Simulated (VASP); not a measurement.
# Ir (Fm-3m) in VASP: notebook, part 2 of 2

VASP 6.6.1. Earlier steps stand in the parts before.

## (3) Single point, PBE (equal strain along all axes, cell held: -3.0 %)

File INCAR:

```
PREC     = Accurate       # precision mode
ENCUT    = 520            # plane-wave cutoff, eV
EDIFF    = 1E-7           # SCF threshold, eV
ISMEAR   = 0              # smearing method
SIGMA    = 0.1            # smearing width, eV
LREAL    = F              # projectors in reciprocal space
LASPH    = T              # aspherical terms in the spheres
NELM     = 80             # most SCF steps
ALGO     = Fast           # electronic algorithm
ISIF     = 2              # what is computed and relaxed
LWAVE    = F              # write WAVECAR
LCHARG   = T              # write CHGCAR
GGA      = PE             # functional
LELF     = T              # ELF
LVHAR    = T            
NBANDS   = 16             # bands
```

File KPOINTS:

```
regular mesh
0
Gamma
  18 18 14
```

File POSCAR:

```
Ir
1.0
    1.8772665207      1.8772665207      0.0000000000
   -1.8772665207      1.8772665207      0.0000000000
    0.0000000000      0.0000000000      3.7545330414
Ir
2
Direct
    0.0000000000      0.0000000000      0.0000000000
    0.5000000000      0.5000000000      0.5000000000
```

Potentials or basis: VASP PAW PBE potentials, release 64 (Ir).

Command:

```console
$ cat potpaw_PBE.64/Ir/POTCAR > POTCAR
$ mpirun -np 1 vasp_std > vasp.out
```

OUTCAR:

```text
PREC = Accurate
   ENCUT = 520
   EDIFF = 1E-7
   ISMEAR = 0
   LREAL = F
   LASPH = T
   NELM = 80
   ISIF = 2
   GGA = PE

 ion  position               nearest neighbor table
   1  0.000  0.000  0.000-   2 2.65   2 2.65   2 2.65   2 2.65   2 2.65   2 2.65   2 2.65   2 2.65

   2  0.500  0.500  0.500-   1 2.65   1 2.65   1 2.65   1 2.65   1 2.65   1 2.65   1 2.65   1 2.65

  LATTYP: Found a simple tetragonal cell.
 ALAT       =     2.6548557738
 C/A-ratio  =     1.4142135624

  Lattice vectors:

 A1 = (   1.8772665207,   1.8772665207,   0.0000000000)
 A2 = (  -1.8772665207,   1.8772665207,   0.0000000000)
 A3 = (   0.0000000000,   0.0000000000,   3.7545330414)

Analysis of symmetry for initial positions (statically):
=====================================================================
 Subroutine PRICEL returns following result:

  LATTYP: Found a face centered cubic cell.
 ALAT       =     3.7545330414

  Lattice vectors:

 A1 = (   0.0000000000,  -1.8772665207,  -1.8772665207)
 A2 = (   1.8772665207,   0.0000000000,  -1.8772665207)
 A3 = (   1.8772665207,  -1.8772665207,   0.0000000000)

   2 primitive cells build up your supercell.

 Routine SETGRP: Setting up the symmetry group for a
 simple tetragonal supercell.

 Subroutine GETGRP returns: Found 16 space group operations
 (whereof 16 operations were pure point group operations)
 out of a pool of 16 trial point group operations.

The static configuration has the point symmetry D_4h.

Analysis of symmetry for dynamics (positions and initial velocities):
=====================================================================
 Subroutine PRICEL returns following result:

  LATTYP: Found a face centered cubic cell.
 ALAT       =     3.7545330414

  Lattice vectors:

 A1 = (   0.0000000000,  -1.8772665207,  -1.8772665207)
 A2 = (   1.8772665207,   0.0000000000,  -1.8772665207)
 A3 = (   1.8772665207,  -1.8772665207,   0.0000000000)

   2 primitive cells build up your supercell.

 Routine SETGRP: Setting up the symmetry group for a
 simple tetragonal supercell.

 Subroutine GETGRP returns: Found 16 space group operations
 (whereof 16 operations were pure point group operations)
 out of a pool of 16 trial point group operations.

The dynamic configuration has the point symmetry D_4h.

 Subroutine INISYM returns: Found 16 space group operations
 (whereof 16 operations are pure point group operations),
 and found     2 'primitive' translations

----------------------------------------------------------------------------------------

                                     Primitive cell

  volume of cell :      13.2315

  direct lattice vectors                    reciprocal lattice vectors
     0.000000000 -1.877266521 -1.877266521    -0.266344706 -0.266344706 -0.266344706
     1.877266521  0.000000000 -1.877266521     0.266344706  0.266344706 -0.266344706
     1.877266521 -1.877266521  0.000000000     0.266344706 -0.266344706  0.266344706

  length of vectors
     2.654855774  2.654855774  2.654855774     0.461322564  0.461322564  0.461322564

  position of ions in fractional coordinates (direct lattice)
     0.000000000  0.000000000  0.000000000

  ion indices of the primitive-cell ions
   primitive index   ion index
                 1           1

----------------------------------------------------------------------------------------

 KPOINTS: regular mesh

Automatic generation of k-mesh.
 Grid dimensions read from file:
 generate k-points for:   18   18   14

 Generating k-lattice:

  Cartesian coordinates                     Fractional coordinates (reciprocal lattice)
     0.014796928  0.014796928  0.000000000     0.055555556  0.000000000  0.000000000
    -0.014796928  0.014796928  0.000000000     0.000000000  0.055555556  0.000000000
     0.000000000  0.000000000  0.019024622     0.000000000  0.000000000  0.071428571

  Length of vectors
     0.020926016  0.020926016  0.019024622

  Shift w.r.t. Gamma in fractional coordinates (k-lattice)
     0.000000000  0.000000000  0.000000000

 Subroutine IBZKPT returns following result:
 ===========================================

 Found    440 irreducible k-points:

 Following reciprocal coordinates:
            Coordinates               Weight
  0.000000  0.000000  0.000000      1.000000
  0.055556  0.000000  0.000000      4.000000
  0.111111  0.000000  0.000000      4.000000
  0.166667  0.000000  0.000000      4.000000
  0.222222  0.000000  0.000000      4.000000
  0.277778  0.000000  0.000000      4.000000
[... 16 lines left out ...]
  0.277778  0.111111  0.000000      8.000000
  0.333333  0.111111  0.000000      8.000000
 [... further k-points ...]
   k-points           NKPTS =    440   k-points in BZ     NKDIM =    440   number of bands    NBANDS=     16
   number of dos      NEDOS =    301   number of ions     NIONS =      2
   total plane-waves  NPLWV =  11200
   dimension x,y,z NGX =    20 NGY =   20 NGZ =   28
   dimension x,y,z NGXF=    40 NGYF=   40 NGZF=   56
   ions per type =               2
   NGX,Y,Z   is equivalent  to a cutoff of  12.52, 12.52, 12.40 a.u.
   NGXF,Y,Z  is equivalent  to a cutoff of  25.05, 25.05, 24.80 a.u.
 SYSTEM =  unknown system
   PREC   = accura    normal or accurate (medium, high low for compatibility)
   ISTART =      0    job   : 0-new  1-cont  2-samecut
   ICHARG =      2    charge: 1-file 2-atom 10-const
   ISPIN  =      1    spin polarized calculation?
   LNONCOLLINEAR =      F non collinear calculations
   LSORBIT =      F    spin-orbit coupling
   LASPH  =      T    aspherical Exc in radial PAW
   ENCUT  =  520.0 eV  38.22 Ry    6.18 a.u.   4.94  4.94  6.98*2*pi/ulx,y,z
   NELM   =     80;   NELMIN=  2; NELMDL= -5     # of ELM steps
   EDIFF  = 0.1E-06   stopping-criterion for ELM
   LREAL  =      F    real-space projection
   EDIFFG = 0.1E-05   stopping-criterion for IOM
   NSW    =      0    number of steps for IOM
   IBRION =     -1    ionic relax: 0-MD 1-quasi-New 2-CG
   NFREE  =      0    steps in history (QN), initial steepest desc. (CG)
   ISIF   =      2    stress and relaxation
   ISYM   =      2    0-nonsym 1-usesym 2-fastsym
   POTIM  = 0.5000    time-step for ionic-motion
   TEBEG  =    0.0;   TEEND  =   0.0 temperature during run
   PSTRESS=    0.0 pullay stress
   NELECT =      18.0000    total number of electrons
   NUPDOWN=      -1.0000    fix difference up-down
   EMIN   =  10.00;   EMAX   =-10.00  energy-range for DOS
   EFERMI =   0.00;   METHOD = LEGACY
   ISMEAR =     0;   SIGMA  =   0.10  broadening in eV -4-tet -1-fermi 0-gaus
   EFERMI_NEDOS =   21; number of points for ismear=-14 and -15
   IALGO  =     68    algorithm
   IMIX   =      4    mixing-type and parameters
     AMIX     =   0.40;   BMIX     =  1.00
     AMIX_MAG =   1.60;   BMIX_MAG =  1.00
  volume/ion in A,a.u.               =      13.23        89.29
  Fermi-wavevector in a.u.,A,eV,Ry     =   1.439748  2.720729 28.203156  2.072874
  Thomas-Fermi vector in A             =   2.558569
   LORBIT       =      0    0 simple, 1 ext, 2 COOP (PROOUT), +10 PAW based schemes
   GGA     = PE    functional components
   LHFCALC =     F    Hartree Fock is set to
   AEXX    =    0.0000 exact exchange contribution
   IVDW    =     0    specifies the selected vdW correction
   LEPSILON=     F    determine dielectric tensor
   LRPA    =     F    only Hartree local field effects (RPA)
 non-spin polarized calculation
 RMM-DIIS sequential band-by-band and
 Gauss-broadening in eV      SIGMA  =   0.10
  energy-cutoff  :      520.00
  volume of cell :       26.46
 maximum number of plane-waves:       736
 NGX is ok and might be reduce to    20
   NGX =  9   NGY =  9   NGZ = 13

 number of electron      18.0000006 magnetization

 Free energy of the ion-electron system (eV)
  ---------------------------------------------------
  ext. energy  EPLUGINS =         0.00000000
  ---------------------------------------------------
  free energy    TOTEN  =       -17.40427544 eV

  energy without entropy =      -17.39647885  energy(sigma->0) =      -17.40037715

 E-fermi :  11.6209     XC(G=0): -14.3897

 val. band max:       11.6198805090   @ k =   0.0000   0.0000   0.4286
 cond. band min:      11.6224726946   @ k =   0.5000   0.3889   0.1429
 fundamental gap:      0.0025921855
 Fermi energy:        11.6208884735

 k-point     1 :       0.0000    0.0000    0.0000
  band No.  band energies     occupation
      1      -0.2478      2.00000
      2       2.8851      2.00000
      3       3.4988      2.00000
      4       7.3041      2.00000
      5       7.3082      2.00000
      6       7.3082      2.00000
[... 433 lines left out ...]
      3       5.6756      2.00000
      4       5.7000      2.00000
      5       6.7961      2.00000
      6       7.5129      2.00000
[... 8 lines left out ...]
     15      27.1267      0.00000
     16      28.1949      0.00000

 [... further k-points ...]
[... 5 lines left out ...]
  --------------------------------------------------------------------------------------
  -------------------------------------------------------------------------------------
  Total        6.7854342      6.7854342      6.8122216      0.0000000      0.0000000     -0.0000000
  in kB      410.8189141    410.8189141    412.4407335      0.0000000      0.0000000     -0.0000000
  external PRESSURE =     411.3595206 kB  Pullay stress =       0.0000000 kB

 VOLUME and BASIS-vectors are now :
 -----------------------------------------------------------------------------
  energy-cutoff  :      520.00
  volume of cell :       26.46
      direct lattice vectors                 reciprocal lattice vectors
     1.877266521  1.877266521  0.000000000     0.266344706  0.266344706  0.000000000
    -1.877266521  1.877266521  0.000000000    -0.266344706  0.266344706  0.000000000
     0.000000000  0.000000000  3.754533041     0.000000000  0.000000000  0.266344706

 POSITION                                       TOTAL-FORCE (eV/Angst)
 -----------------------------------------------------------------------------------
      0.00000      0.00000      0.00000        -0.000000      0.000000     -0.000000
      0.00000      1.87727      1.87727         0.000000     -0.000000      0.000000
 -----------------------------------------------------------------------------------
    total drift:                               -0.000000      0.000000      0.000000

  FREE ENERGIE OF THE ION-ELECTRON SYSTEM (eV)
  ---------------------------------------------------
  free  energy   TOTEN  =       -17.4042754438 eV

  energy  without entropy=      -17.3964788478  energy(sigma->0) =      -17.40037715
```

Wall time 5 min (1 thread of Intel Xeon 8259CL, shared host); peak memory 0.27 GiB.

Results:

```yaml
Free_energy: -17.4043 eV
Pressure: 41.1 GPa
Band_gap_on_the_k_mesh: zero (bands 9 and 10 overlap by 3.77 eV)
```

Levels at points of the mesh, in eV from the Fermi level:
```
           k point  band 7  band 8  band 9  band 10  band 11  band 12
(0.00, 0.00, 0.00)   -1.32   -1.32    0.98     1.67     1.67     1.70
(0.50, 0.00, 0.00)   -2.73   -2.73   -1.54    -1.54     3.18     3.18
(0.50, 0.50, 0.00)    1.67    1.67    1.67     1.67     1.70     1.70
(0.00, 0.00, 0.50)   -2.10   -2.10   -2.10    -2.10    -0.26    -0.26
(0.50, 0.00, 0.50)   -0.94   -0.94    1.01     1.01     1.01     1.01
(0.50, 0.50, 0.50)   -2.03   -2.03    1.67     1.67     8.84     8.84
```

Caveat: the cell differs from its parent crystal (equal strain along all axes, cell held: -3.0 %); the cell stands under pressure; spin-orbit coupling is left out, which moves the levels of the heavy elements.
